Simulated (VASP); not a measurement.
# Mg (P6/mmm) in VASP: a series of runs

Runs on Mg. Level: r2SCAN. Tasks: single point.

Program: VASP 6.6.1. These are calculated values, not measurements. Logs are shortened: lines on timing, memory, paths and dates and some standing lists are left out, and cuts for length are marked.

## (1) The cell of the first run

The structure is hexagonal, space group P6/mmm (No. 191). The conventional cell has a = 2.898 Å, b = 2.898 Å, c = 2.893 Å, α = 90.00°, β = 90.00°, γ = 120.00°. Within 3.8 Å of Mg (site symmetry 6/mmm) lie 8 Mg at 2.89 to 2.90 Å.

## (2) Single point, r2SCAN (strain -0.050 along x and y, -0.050 along z)

Input file POSCAR:

```
Mg
1.0
    2.8977848105      0.0000000000      0.0000000000
   -1.4488924053      2.5095552606      0.0000000000
    0.0000000000      0.0000000000      2.8925956915
Mg
1
Direct
    0.0000000000      0.0000000000      0.0000000000
```

Input file INCAR.step1:

```
SYSTEM = Mg
PREC = Accurate ; ENCUT = 520
ISMEAR = 0 ; SIGMA = 0.15
LREAL = .False. ; LASPH = .True.
NELM = 80 ; NBANDS = 7
GGA = PE ; ALGO = Normal
EDIFF = 1E-4 ; LWAVE = .True.
LCHARG = .False.
```

Input file INCAR.step2:

```
SYSTEM = Mg
PREC = Accurate ; ENCUT = 520
EDIFF = 1E-6 ; ISMEAR = 0
SIGMA = 0.15 ; LREAL = .False.
LASPH = .True. ; NELM = 80
ALGO = Normal ; ISIF = 2
LWAVE = .False. ; LCHARG = .True.
METAGGA = R2SCAN ; LMIXTAU = .True.
LELF = .True. ; LVHAR = .True.
NBANDS = 7 ; ISTART = 1
```

Input file KPOINTS:

```
Automatic mesh
0
Gamma
  18 18 16
  0 0 0
```

Potentials or basis: VASP PAW PBE potentials, release 64 (Mg).

On the command line:

```
cat potpaw_PBE.64/Mg/POTCAR > POTCAR
cp INCAR.step1 INCAR
mpirun -np 1 vasp_std > vasp.out
cp INCAR.step2 INCAR
mpirun -np 1 vasp_std > vasp.out
```

OUTCAR:

```text
SYSTEM = Mg
   PREC = Accurate
   ENCUT = 520
   EDIFF = 1E-6
   ISMEAR = 0
   LREAL = .False.
   LASPH = .True.
   NELM = 80
   ISIF = 2
   METAGGA = R2SCAN
   ISTART = 1

 ion  position               nearest neighbor table
   1  0.000  0.000  0.000-

  LATTYP: Found a hexagonal cell.
 ALAT       =     2.8977848105
 C/A-ratio  =     0.9982092808

  Lattice vectors:

 A1 = (   2.8977848105,   0.0000000000,   0.0000000000)
 A2 = (  -1.4488924053,   2.5095552606,   0.0000000000)
 A3 = (   0.0000000000,   0.0000000000,   2.8925956915)

Analysis of symmetry for initial positions (statically):
=====================================================================
 Subroutine PRICEL returns:
 Original cell was already a primitive cell.

 Routine SETGRP: Setting up the symmetry group for a
 hexagonal supercell.

 Subroutine GETGRP returns: Found 24 space group operations
 (whereof 24 operations were pure point group operations)
 out of a pool of 24 trial point group operations.

The static configuration has the point symmetry D_6h.

Analysis of symmetry for dynamics (positions and initial velocities):
=====================================================================
 Subroutine PRICEL returns:
 Original cell was already a primitive cell.

 Routine SETGRP: Setting up the symmetry group for a
 hexagonal supercell.

 Subroutine GETGRP returns: Found 24 space group operations
 (whereof 24 operations were pure point group operations)
 out of a pool of 24 trial point group operations.

The dynamic configuration has the point symmetry D_6h.

 Subroutine INISYM returns: Found 24 space group operations
 (whereof 24 operations are pure point group operations),
 and found     1 'primitive' translations

----------------------------------------------------------------------------------------

                                     Primitive cell

  volume of cell :      21.0354

  direct lattice vectors                    reciprocal lattice vectors
     2.897784811  0.000000000  0.000000000     0.345091187  0.199238490  0.000000000
    -1.448892405  2.509555261  0.000000000     0.000000000  0.398476979  0.000000000
     0.000000000  0.000000000  2.892595691     0.000000000  0.000000000  0.345710257

  length of vectors
     2.897784811  2.897784811  2.892595691     0.398476979  0.398476979  0.345710257

  position of ions in fractional coordinates (direct lattice)
     0.000000000  0.000000000  0.000000000

  ion indices of the primitive-cell ions
   primitive index   ion index
                 1           1

----------------------------------------------------------------------------------------

 KPOINTS: Automatic mesh

Automatic generation of k-mesh.
 Grid dimensions read from file:
 generate k-points for:   18   18   16

 Generating k-lattice:

  Cartesian coordinates                     Fractional coordinates (reciprocal lattice)
     0.019171733  0.011068805  0.000000000     0.055555556  0.000000000  0.000000000
     0.000000000  0.022137610  0.000000000     0.000000000  0.055555556  0.000000000
     0.000000000  0.000000000  0.021606891     0.000000000  0.000000000  0.062500000

  Length of vectors
     0.022137610  0.022137610  0.021606891

  Shift w.r.t. Gamma in fractional coordinates (k-lattice)
     0.000000000  0.000000000  0.000000000

 Subroutine IBZKPT returns following result:
 ===========================================

 Found    333 irreducible k-points:

 Following reciprocal coordinates:
            Coordinates               Weight
  0.000000  0.000000  0.000000      1.000000
  0.055556  0.000000  0.000000      6.000000
  0.111111  0.000000  0.000000      6.000000
  0.166667  0.000000  0.000000      6.000000
  0.222222  0.000000  0.000000      6.000000
  0.277778  0.000000  0.000000      6.000000
[... 16 lines left out ...]
  0.333333  0.111111  0.000000     12.000000
  0.388889  0.111111  0.000000     12.000000
 [... further k-points ...]
   k-points           NKPTS =    333   k-points in BZ     NKDIM =    333   number of bands    NBANDS=      7
   number of dos      NEDOS =    301   number of ions     NIONS =      1
   total plane-waves  NPLWV =  13824
   dimension x,y,z NGX =    24 NGY =   24 NGZ =   24
   dimension x,y,z NGXF=    48 NGYF=   48 NGZF=   48
   ions per type =               1
   NGX,Y,Z   is equivalent  to a cutoff of  13.77, 13.77, 13.79 a.u.
   NGXF,Y,Z  is equivalent  to a cutoff of  27.54, 27.54, 27.59 a.u.
 SYSTEM =  Mg
   PREC   = accura    normal or accurate (medium, high low for compatibility)
   ISTART =      1    job   : 0-new  1-cont  2-samecut
   ICHARG =      0    charge: 1-file 2-atom 10-const
   ISPIN  =      1    spin polarized calculation?
   LNONCOLLINEAR =      F non collinear calculations
   LSORBIT =      F    spin-orbit coupling
   LASPH  =      T    aspherical Exc in radial PAW
   ENCUT  =  520.0 eV  38.22 Ry    6.18 a.u.   5.39  5.39  5.38*2*pi/ulx,y,z
   NELM   =     80;   NELMIN=  2; NELMDL=  0     # of ELM steps
   EDIFF  = 0.1E-05   stopping-criterion for ELM
   LREAL  =      F    real-space projection
   EDIFFG = 0.1E-04   stopping-criterion for IOM
   NSW    =      0    number of steps for IOM
   IBRION =     -1    ionic relax: 0-MD 1-quasi-New 2-CG
   NFREE  =      0    steps in history (QN), initial steepest desc. (CG)
   ISIF   =      2    stress and relaxation
   ISYM   =      2    0-nonsym 1-usesym 2-fastsym
   POTIM  = 0.5000    time-step for ionic-motion
   TEBEG  =    0.0;   TEEND  =   0.0 temperature during run
   PSTRESS=    0.0 pullay stress
   NELECT =       2.0000    total number of electrons
   NUPDOWN=      -1.0000    fix difference up-down
   EMIN   =  10.00;   EMAX   =-10.00  energy-range for DOS
   EFERMI =   0.00;   METHOD = LEGACY
   ISMEAR =     0;   SIGMA  =   0.15  broadening in eV -4-tet -1-fermi 0-gaus
   EFERMI_NEDOS =   21; number of points for ismear=-14 and -15
   IALGO  =     38    algorithm
   IMIX   =      4    mixing-type and parameters
     AMIX     =   0.40;   BMIX     =  1.00
     AMIX_MAG =   1.60;   BMIX_MAG =  1.00
  volume/ion in A,a.u.               =      21.04       141.95
  Fermi-wavevector in a.u.,A,eV,Ry     =   0.747196  1.411996  7.596161  0.558302
  Thomas-Fermi vector in A             =   1.843195
   LORBIT       =      0    0 simple, 1 ext, 2 COOP (PROOUT), +10 PAW based schemes
   METAGGA = R2SCAN    functional components
   LHFCALC =     F    Hartree Fock is set to
   AEXX    =    0.0000 exact exchange contribution
   IVDW    =     0    specifies the selected vdW correction
   LEPSILON=     F    determine dielectric tensor
   LRPA    =     F    only Hartree local field effects (RPA)
 non-spin polarized calculation
 Gauss-broadening in eV      SIGMA  =   0.15
  energy-cutoff  :      520.00
  volume of cell :       21.04
 maximum number of plane-waves:       587
 NGX is ok and might be reduce to    24
   NGX = 11   NGY = 11   NGZ = 11

 number of electron       2.0000000 magnetization

 Free energy of the ion-electron system (eV)
  ---------------------------------------------------
  ext. energy  EPLUGINS =         0.00000000
  ---------------------------------------------------
  free energy    TOTEN  =        -3.79940432 eV

  energy without entropy =       -3.79499240  energy(sigma->0) =       -3.79719836

 E-fermi :   3.1067     XC(G=0):  -9.3357

 val. band max:        3.0881075914   @ k =   0.4444   0.0000   0.0625
 cond. band min:       3.1085701027   @ k =   0.3889   0.0556   0.4375
 fundamental gap:      0.0204625113
 Fermi energy:         3.1066889025

 k-point     1 :       0.0000    0.0000    0.0000
  band No.  band energies     occupation
      1      -4.6972      2.00000
      2      12.2003      0.00000
      3      13.6428      0.00000
      4      17.5597      0.00000
      5      17.5597      0.00000
      6      19.7785      0.00000
      7      19.7785      0.00000

 k-point     2 :       0.0556    0.0000    0.0000
  band No.  band energies     occupation
      1      -4.6183      2.00000
      2      12.2024      0.00000
      3      13.7054      0.00000
      4      16.2526      0.00000
      5      17.1376      0.00000
      6      19.6048      0.00000
      7      20.3302      0.00000

 k-point     3 :       0.1111    0.0000    0.0000
  band No.  band energies     occupation
      1      -4.3822      2.00000
      2      12.1253      0.00000
      3      13.8932      0.00000
      4      14.3542      0.00000
      5      16.3786      0.00000
      6      19.0813      0.00000
      7      21.4771      0.00000

 k-point     4 :       0.1667    0.0000    0.0000
  band No.  band energies     occupation
      1      -3.9902      2.00000
      2      11.3808      0.00000
      3      13.1408      0.00000
      4      14.2063      0.00000
      5      15.6338      0.00000
      6      18.5718      0.00000
      7      22.8647      0.00000

 k-point     5 :       0.2222    0.0000    0.0000
  band No.  band energies     occupation
      1      -3.4444      2.00000
      2       9.6984      0.00000
      3      12.9236      0.00000
      4      14.6447      0.00000
      5      14.9795      0.00000
      6      18.2632      0.00000
      7      24.4095      0.00000
[... 161 lines left out ...]
 k-point    22 :       0.2778    0.1111    0.0000
  band No.  band energies     occupation
      1      -1.6780      2.00000
      2       6.3203      0.00000
      3      10.2227      0.00000
      4      15.9663      0.00000
      5      16.0819      0.00000
      6      19.6684      0.00000
      7      23.3666      0.00000

 k-point    23 :       0.3333    0.1111    0.0000
  band No.  band energies     occupation
      1      -0.7015      2.00000
      2       4.7025      0.00000
      3       9.9156      0.00000
      4      16.2544      0.00000
      5      16.8741      0.00000
      6      19.8235      0.00000
      7      21.9226      0.00000

 k-point    24 :       0.3889    0.1111    0.0000
  band No.  band energies     occupation
      1       0.3872      2.00000
      2       3.2259      0.26084
      3       9.7260      0.00000
      4      16.4137      0.00000
      5      17.7156      0.00000
      6      20.2222      0.00000
      7      20.6841      0.00000

 [... further k-points ...]

------------------------ aborting loop because EDIFF is reached ----------------------------------------

  FORCE on cell =-STRESS in cart. coord.  units (eV):
  Direction    XX          YY          ZZ          XY          YZ          ZX
  --------------------------------------------------------------------------------------
  -------------------------------------------------------------------------------------
  Total        1.0998308      1.0998308      0.5889864     -0.0000000     -0.0000000      0.0000000
  in kB       83.7694825     83.7694825     44.8606124     -0.0000000     -0.0000000      0.0000000
  external PRESSURE =      70.7998591 kB  Pullay stress =       0.0000000 kB

 VOLUME and BASIS-vectors are now :
 -----------------------------------------------------------------------------
  energy-cutoff  :      520.00
  volume of cell :       21.04
      direct lattice vectors                 reciprocal lattice vectors
     2.897784811  0.000000000  0.000000000     0.345091187  0.199238490  0.000000000
    -1.448892405  2.509555261  0.000000000     0.000000000  0.398476979  0.000000000
     0.000000000  0.000000000  2.892595691     0.000000000  0.000000000  0.345710257

 POSITION                                       TOTAL-FORCE (eV/Angst)
 -----------------------------------------------------------------------------------
      0.00000      0.00000      0.00000         0.000000      0.000000      0.000000
 -----------------------------------------------------------------------------------
    total drift:                                0.000000      0.000000      0.000000

  FREE ENERGIE OF THE ION-ELECTRON SYSTEM (eV)
  ---------------------------------------------------
  free  energy   TOTEN  =        -3.7994043217 eV

  energy  without entropy=       -3.7949924026  energy(sigma->0) =       -3.79719836
```

Run time: 70 s. Hardware: 1 thread of Intel Xeon 6975P-C, shared host; peak memory 0.18 GiB.

Results:

* Free energy: -3.7994 eV
* Pressure: 7.1 GPa
* Band gap on the k mesh: zero (band 1 reaches 6.72 eV, above the bottom of band 2 at 0.02 eV)

Stress tensor (GPa, compression positive):
```
8.38 0.00 0.00
0.00 8.38 0.00
0.00 0.00 4.49
```

Levels at points of the mesh, in eV from the Fermi level:
| k point | band 1 | band 2 | band 3 | band 4 | band 5 | band 6 |
| --- | --- | --- | --- | --- | --- | --- |
| (0.00, 0.00, 0.00) | -7.80 | 9.09 | 10.54 | 14.45 | 14.45 | 16.67 |
| (0.50, 0.00, 0.00) | -2.07 | -1.09 | 9.51 | 10.35 | 14.90 | 16.80 |
| (0.00, 0.00, 0.50) | -3.12 | -3.09 | 17.06 | 17.06 | 18.87 | 18.87 |
| (0.50, 0.00, 0.50) | 1.81 | 2.84 | 2.96 | 4.10 | 14.16 | 14.43 |

Caveat: the cell differs from its parent crystal (strain -0.050 along x and y, -0.050 along z); the PAW data sets were made with another functional, which shifts forces and pressure a little.

## (3) Single point, r2SCAN (strain -0.050 along x and y, -0.025 along z)

POSCAR: that of step 2 with these lines changed.

```diff
@@ -4,3 +4,3 @@
    -1.4488924053      2.5095552606      0.0000000000
-    0.0000000000      0.0000000000      2.8925956915
+    0.0000000000      0.0000000000      2.9687166308
 Mg
```

Input file INCAR.step1:

```
PREC = Accurate
ENCUT = 520
ISMEAR = 0
SIGMA = 0.15
LREAL = F
LASPH = T
NELM = 100
NBANDS = 7
GGA = PE
ALGO = Normal
EDIFF = 1E-4
LWAVE = T
LCHARG = F
```

Input file INCAR.step2:

```
PREC = Accurate
ENCUT = 520
EDIFF = 1E-6
ISMEAR = 0
SIGMA = 0.15
LREAL = F
LASPH = T
NELM = 100
ALGO = Normal
ISIF = 2
LWAVE = F
LCHARG = T
METAGGA = R2SCAN
LMIXTAU = T
LELF = T
LVHAR = T
NBANDS = 7
ISTART = 1
```

Input file KPOINTS:

```
regular mesh
0
Gamma
  18 18 16
```

Potentials or basis: VASP PAW PBE potentials, release 64 (Mg).

On the command line:

```
cat potpaw_PBE.64/Mg/POTCAR > POTCAR
cp INCAR.step1 INCAR
mpirun -np 1 vasp_std > vasp.out
cp INCAR.step2 INCAR
mpirun -np 1 vasp_std > vasp.out
```

OUTCAR:

```text
PREC = Accurate
   ENCUT = 520
   EDIFF = 1E-6
   ISMEAR = 0
   LREAL = F
   LASPH = T
   NELM = 100
   ISIF = 2
   METAGGA = R2SCAN
   ISTART = 1

 ion  position               nearest neighbor table
   1  0.000  0.000  0.000-

  LATTYP: Found a hexagonal cell.
 ALAT       =     2.8977848105
 C/A-ratio  =     1.0244779461

  Lattice vectors:

 A1 = (   2.8977848105,   0.0000000000,   0.0000000000)
[... 419 lines left out ...]
      5      16.8165      0.00000
      6      19.4382      0.00000
      7      19.7339      0.00000

 [... further k-points ...]

------------------------ aborting loop because EDIFF is reached ----------------------------------------

  FORCE on cell =-STRESS in cart. coord.  units (eV):
  Direction    XX          YY          ZZ          XY          YZ          ZX
  --------------------------------------------------------------------------------------
  -------------------------------------------------------------------------------------
  Total        1.0941704      1.0941704      0.2715763     -0.0000000      0.0000000      0.0000000
  in kB       81.2014723     81.2014723     20.1544463     -0.0000000      0.0000000      0.0000000
  external PRESSURE =      60.8524636 kB  Pullay stress =       0.0000000 kB

 VOLUME and BASIS-vectors are now :
 -----------------------------------------------------------------------------
  energy-cutoff  :      520.00
  volume of cell :       21.59
      direct lattice vectors                 reciprocal lattice vectors
     2.897784811  0.000000000  0.000000000     0.345091187  0.199238490  0.000000000
    -1.448892405  2.509555261  0.000000000     0.000000000  0.398476979  0.000000000
     0.000000000  0.000000000  2.968716631     0.000000000  0.000000000  0.336845891

 POSITION                                       TOTAL-FORCE (eV/Angst)
 -----------------------------------------------------------------------------------
      0.00000      0.00000      0.00000         0.000000      0.000000      0.000000
 -----------------------------------------------------------------------------------
    total drift:                                0.000000      0.000000      0.000000

  FREE ENERGIE OF THE ION-ELECTRON SYSTEM (eV)
  ---------------------------------------------------
  free  energy   TOTEN  =        -3.8105897088 eV

  energy  without entropy=       -3.8063024995  energy(sigma->0) =       -3.80844610
```

OUTCAR.step1:

```text
PREC = Accurate
   ENCUT = 520
   ISMEAR = 0
   LREAL = F
   LASPH = T
[... 457 lines left out ...]

 POSITION                                       TOTAL-FORCE (eV/Angst)
 -----------------------------------------------------------------------------------
      0.00000      0.00000      0.00000         0.000000      0.000000      0.000000
 -----------------------------------------------------------------------------------
    total drift:                                0.000000      0.000000      0.000000

  FREE ENERGIE OF THE ION-ELECTRON SYSTEM (eV)
  ---------------------------------------------------
  free  energy   TOTEN  =        -1.2005953296 eV

  energy  without entropy=       -1.1958479465  energy(sigma->0) =       -1.19822164
```

Wall time 78 s (1 thread of Intel Xeon 6975P-C, shared host); peak memory 0.18 GiB.

What came out:

```
Free energy            : -3.8106 eV
Pressure               : 6.1 GPa
Band gap on the k mesh : zero (band 1 reaches 6.38 eV, above the bottom of band 2 at -0.14 eV)
```

Levels at points of the mesh, in eV from the Fermi level:
| k point | band 1 | band 2 | band 3 | band 4 | band 5 | band 6 |
| --- | --- | --- | --- | --- | --- | --- |
| (0.00, 0.00, 0.00) | -7.69 | 8.63 | 9.71 | 14.57 | 14.57 | 16.83 |
| (0.50, 0.00, 0.00) | -1.96 | -0.96 | 9.56 | 10.49 | 14.18 | 15.95 |
| (0.00, 0.00, 0.50) | -3.34 | -3.09 | 16.91 | 16.91 | 19.04 | 19.04 |
| (0.50, 0.00, 0.50) | 1.62 | 2.86 | 2.99 | 3.88 | 14.23 | 14.27 |

Caveat: the cell differs from its parent crystal (strain -0.050 along x and y, -0.025 along z); the PAW data sets were made with another functional, which shifts forces and pressure a little.
